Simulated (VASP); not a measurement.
# Se (P1) in VASP: notebook, part 2 of 2

VASP 6.6.1.

### 3 Single point, LDA (equal xy, yz and zx shear strains of +1 %)

Contents of INCAR:

```
SYSTEM = Se
PREC = Accurate
ENCUT = 520
EDIFF = 1E-7
ISMEAR = -1
SIGMA = 0.03
LREAL = .False.
LASPH = .True.
NELM = 80
ALGO = Normal
ISIF = 2
LWAVE = .False.
LCHARG = .False.
NBANDS = 16
```

Contents of KPOINTS:

```
Automatic mesh
0
Gamma
  6 6 5
  0 0 0
```

Contents of POSCAR:

```
Se
1.0
    4.3661999489      0.0218309997      0.0218309997
   -2.1641937741      3.7703245739      0.0079907005
    0.0247680000      0.0247680000      4.9536000000
Se
3
Direct
    0.2254000000      0.0000000000      0.3333333333
    0.0000000000      0.2254000000      0.6666666667
    0.7746000000      0.7746000000      0.0000000000
```

Potentials or basis: VASP PAW LDA potentials, release 64 (Se).

Started as:

```bash
$ cat potpaw_LDA.64/Se/POTCAR > POTCAR
$ mpirun -np 1 vasp_std > vasp.out
```

OUTCAR:

```text
SYSTEM = Se
   PREC = Accurate
   ENCUT = 520
   EDIFF = 1E-7
   ISMEAR = -1
   LREAL = .False.
   LASPH = .True.
   NELM = 80
   ISIF = 2

 ion  position               nearest neighbor table
   1  0.225  0.000  0.333-   2 2.36   3 2.39
   2  0.000  0.225  0.667-   3 2.36   1 2.36
   3  0.775  0.775  0.000-   2 2.36   1 2.39

  LATTYP: Found a triclinic cell.
 ALAT       =     4.3852211372
 B/A-ratio  =     0.9913558883
 C/A-ratio  =     1.1296406004
 COS(alpha) =     0.0036852528
 COS(beta)  =     0.0136346634
 COS(gamma) =     0.5000188430

  Lattice vectors:

 A1 = (   2.2020061748,   3.7921555736,   0.0298217002)
 A2 = (  -2.1641937741,   3.7703245739,   0.0079907005)
 A3 = (   0.0247680000,   0.0247680000,   4.9536000000)

Analysis of symmetry for initial positions (statically):
=====================================================================
 Subroutine PRICEL returns:
 Original cell was already a primitive cell.

 Routine SETGRP: Setting up the symmetry group for a
 triclinic supercell.

 Subroutine GETGRP returns: Found  1 space group operations
 (whereof  1 operations were pure point group operations)
 out of a pool of  2 trial point group operations.

The static configuration has the point symmetry C_1 .

Analysis of symmetry for dynamics (positions and initial velocities):
=====================================================================
 Subroutine PRICEL returns:
 Original cell was already a primitive cell.

 Routine SETGRP: Setting up the symmetry group for a
 triclinic supercell.

 Subroutine GETGRP returns: Found  1 space group operations
 (whereof  1 operations were pure point group operations)
 out of a pool of  2 trial point group operations.

The dynamic configuration has the point symmetry C_1 .

 Subroutine INISYM returns: Found  1 space group operations
 (whereof  1 operations are pure point group operations),
 and found     1 'primitive' translations

----------------------------------------------------------------------------------------

                                     Primitive cell

  volume of cell :      81.7761

  direct lattice vectors                    reciprocal lattice vectors
     4.366199949  0.021831000  0.021831000     0.228385606  0.131098811 -0.001797422
    -2.164193774  3.770324574  0.007990700    -0.001315804  0.264476662 -0.001315804
     0.024768000  0.024768000  4.953600000    -0.001004395 -0.001004395  0.201883429

  length of vectors
     4.366309103  4.347314796  4.953723838     0.263344098  0.264483208  0.201888426

  position of ions in fractional coordinates (direct lattice)
     0.225400000  1.000000000  0.333333333
     1.000000000  0.225400000  0.666666667
     0.774600000  0.774600000  0.000000000

  ion indices of the primitive-cell ions
   primitive index   ion index
                 1           1
                 2           2
                 3           3

----------------------------------------------------------------------------------------

 KPOINTS: Automatic mesh

Automatic generation of k-mesh.
 Grid dimensions read from file:
 generate k-points for:    6    6    5

 Generating k-lattice:

  Cartesian coordinates                     Fractional coordinates (reciprocal lattice)
     0.038064268  0.021849802 -0.000299570     0.166666667 -0.000000000  0.000000000
    -0.000219301  0.044079444 -0.000219301    -0.000000000  0.166666667 -0.000000000
    -0.000200879 -0.000200879  0.040376686     0.000000000 -0.000000000  0.200000000

  Length of vectors
     0.043890683  0.044080535  0.040377685

  Shift w.r.t. Gamma in fractional coordinates (k-lattice)
     0.000000000  0.000000000  0.000000000

 Subroutine IBZKPT returns following result:
 ===========================================

 Found     92 irreducible k-points:

 Following reciprocal coordinates:
            Coordinates               Weight
  0.000000  0.000000  0.000000      1.000000
  0.166667  0.000000  0.000000      2.000000
  0.333333  0.000000  0.000000      2.000000
  0.500000 -0.000000  0.000000      1.000000
 -0.000000  0.166667  0.000000      2.000000
  0.166667  0.166667 -0.000000      2.000000
[... 16 lines left out ...]
  0.333333 -0.000000  0.200000      2.000000
  0.500000  0.000000  0.200000      2.000000
 [... further k-points ...]
   k-points           NKPTS =     92   k-points in BZ     NKDIM =     92   number of bands    NBANDS=     16
   number of dos      NEDOS =    301   number of ions     NIONS =      3
   total plane-waves  NPLWV =  40960
   dimension x,y,z NGX =    32 NGY =   32 NGZ =   40
   dimension x,y,z NGXF=    64 NGYF=   64 NGZF=   80
   ions per type =               3
   NGX,Y,Z   is equivalent  to a cutoff of  12.18, 12.24, 13.42 a.u.
   NGXF,Y,Z  is equivalent  to a cutoff of  24.37, 24.47, 26.85 a.u.
 SYSTEM =  Se
   PREC   = accura    normal or accurate (medium, high low for compatibility)
   ISTART =      0    job   : 0-new  1-cont  2-samecut
   ICHARG =      2    charge: 1-file 2-atom 10-const
   ISPIN  =      1    spin polarized calculation?
   LNONCOLLINEAR =      F non collinear calculations
   LSORBIT =      F    spin-orbit coupling
   LASPH  =      T    aspherical Exc in radial PAW
   ENCUT  =  520.0 eV  38.22 Ry    6.18 a.u.   8.12  8.08  9.21*2*pi/ulx,y,z
   NELM   =     80;   NELMIN=  2; NELMDL= -5     # of ELM steps
   EDIFF  = 0.1E-06   stopping-criterion for ELM
   LREAL  =      F    real-space projection
   EDIFFG = 0.1E-05   stopping-criterion for IOM
   NSW    =      0    number of steps for IOM
   IBRION =     -1    ionic relax: 0-MD 1-quasi-New 2-CG
   NFREE  =      0    steps in history (QN), initial steepest desc. (CG)
   ISIF   =      2    stress and relaxation
   ISYM   =      2    0-nonsym 1-usesym 2-fastsym
   POTIM  = 0.5000    time-step for ionic-motion
   TEBEG  =    0.0;   TEEND  =   0.0 temperature during run
   PSTRESS=    0.0 pullay stress
   NELECT =      18.0000    total number of electrons
   NUPDOWN=      -1.0000    fix difference up-down
   EMIN   =  10.00;   EMAX   =-10.00  energy-range for DOS
   EFERMI =   0.00;   METHOD = LEGACY
   ISMEAR =    -1;   SIGMA  =   0.03  broadening in eV -4-tet -1-fermi 0-gaus
   EFERMI_NEDOS =   21; number of points for ismear=-14 and -15
   IALGO  =     38    algorithm
   IMIX   =      4    mixing-type and parameters
     AMIX     =   0.40;   BMIX     =  1.00
     AMIX_MAG =   1.60;   BMIX_MAG =  1.00
  volume/ion in A,a.u.               =      27.26       183.95
  Fermi-wavevector in a.u.,A,eV,Ry     =   0.988455  1.867909 13.293480  0.977043
  Thomas-Fermi vector in A             =   2.119983
   LORBIT       =      0    0 simple, 1 ext, 2 COOP (PROOUT), +10 PAW based schemes
   GGA     = CA    functional components
   LHFCALC =     F    Hartree Fock is set to
   AEXX    =    0.0000 exact exchange contribution
   IVDW    =     0    specifies the selected vdW correction
   LEPSILON=     F    determine dielectric tensor
   LRPA    =     F    only Hartree local field effects (RPA)
 non-spin polarized calculation
  energy-cutoff  :      520.00
  volume of cell :       81.78
 maximum number of plane-waves:      2219
   NGX = 17   NGY = 17   NGZ = 19

 number of electron      18.0000001 magnetization

 Free energy of the ion-electron system (eV)
  ---------------------------------------------------
  ext. energy  EPLUGINS =         0.00000000
  ---------------------------------------------------
  free energy    TOTEN  =       -12.32022417 eV

  energy without entropy =      -12.32022417  energy(sigma->0) =      -12.32022417

 E-fermi :   3.1622     XC(G=0):  -9.1839

 val. band max:        2.5742059019   @ k =   0.1667   0.3333   0.4000
 cond. band min:       3.7029543722   @ k =   0.0000   0.0000   0.4000
 fundamental gap:      1.1287484704
 Fermi energy:         3.1622381626

 k-point     1 :       0.0000    0.0000    0.0000
  band No.  band energies     occupation
      1     -13.2176      2.00000
      2      -9.1403      2.00000
      3      -9.0508      2.00000
      4      -1.1983      2.00000
      5      -1.1943      2.00000
      6      -1.1175      2.00000
[... 8 lines left out ...]
     15       8.9812      0.00000
     16      10.9712      0.00000
[... 419 lines left out ...]
 k-point    24 :       0.5000    0.0000    0.2000
  band No.  band energies     occupation
      1     -12.5714      2.00000
      2     -10.3398      2.00000
      3      -8.4450      2.00000
      4      -2.5620      2.00000
      5      -2.3798      2.00000
      6      -0.9914      2.00000
[... 8 lines left out ...]
     15      11.8807      0.00000
     16      12.3106      0.00000

 [... further k-points ...]
[... 5 lines left out ...]
  --------------------------------------------------------------------------------------
  -------------------------------------------------------------------------------------
  Total       -0.8752601     -0.6700745     -0.0377722     -0.1706774     -0.2415182     -0.3397046
  in kB      -17.1483127    -13.1282644     -0.7400419     -3.3439540     -4.7318843     -6.6555771
  external PRESSURE =     -10.3388730 kB  Pullay stress =       0.0000000 kB

 VOLUME and BASIS-vectors are now :
 -----------------------------------------------------------------------------
  energy-cutoff  :      520.00
  volume of cell :       81.78
      direct lattice vectors                 reciprocal lattice vectors
     4.366199949  0.021831000  0.021831000     0.228385606  0.131098811 -0.001797422
    -2.164193774  3.770324574  0.007990700    -0.001315804  0.264476662 -0.001315804
     0.024768000  0.024768000  4.953600000    -0.001004395 -0.001004395  0.201883429

 POSITION                                       TOTAL-FORCE (eV/Angst)
 -----------------------------------------------------------------------------------
      0.99240      0.01318      1.65612         0.221815     -0.077165     -0.155167
     -0.47130      0.86634      3.30420        -0.177950      0.305690     -0.020664
      1.70567      2.93740      0.02310        -0.043865     -0.228524      0.175831
 -----------------------------------------------------------------------------------
    total drift:                                0.000047      0.000019     -0.000006

  FREE ENERGIE OF THE ION-ELECTRON SYSTEM (eV)
  ---------------------------------------------------
  free  energy   TOTEN  =       -12.3202241708 eV

  energy  without entropy=      -12.3202241704  energy(sigma->0) =      -12.32022417
```

Run time: 40 s. Hardware: 1 thread of AMD EPYC 9R45 (Zen 5), shared host; peak memory 0.19 GiB.

What came out:

- Free energy: -12.3202 eV
- Pressure: -1.0 GPa
- Largest force: 0.354 eV/Å
- Band gap on the k mesh: 1.13 eV (least direct gap 1.40 eV)

Forces in eV/Å, atoms in the order of the input:
```
Se   0.222 -0.077 -0.155
Se  -0.178  0.306 -0.021
Se  -0.044 -0.229  0.176
```

Caveat: the cell differs from its parent crystal (equal xy, yz and zx shear strains of +1 %). A k mesh can miss the band edges.
